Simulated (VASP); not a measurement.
Runs of VASP 6.6.1 on ScSbSe3. The structure is that of space group Pm-3m (No. 221), or close to it. The cells are those of the table. 

```tsv
task	level	spin	cell	k mesh	cutoff (eV)	gap on the mesh (eV)	pressure (GPa)
single point	PBEsol	off	a = 5.127 Å, 5 atoms	8 × 8 × 8	520	none	(a)
relaxation of cell and atoms	PBE	off	relaxed from a = 5.063 Å, 5 atoms	8 × 8 × 8	600	none	0.0
single point	PBE	off	a = 5.127 Å, 5 atoms	8 × 8 × 8	520	none	0.1
single point	PBE	off	a = 5.063 Å, 5 atoms	4 × 4 × 4	520	none	2.2
single point	PBE	collinear, ferromagnetic start	a = 5.063 Å, 5 atoms	4 × 4 × 4	520	none	2.2
```

Alike in all rows: potentials or basis VASP PAW PBE potentials, release 64 (Sc_sv, Sb, Se); smearing gaussian 0.1 eV.

Problem. Fill in the values left out.

Solution. (a) -2.6.

Caveats: spin-orbit coupling is left out, which moves the levels of the heavy elements; the PAW data sets were made with another functional, which shifts forces and pressure a little (some runs).

A k mesh can miss the band edges, and the runs leave out spin-orbit coupling on Sb, Se.

A gap of «none» marks levels without a gap at the run's occupations.
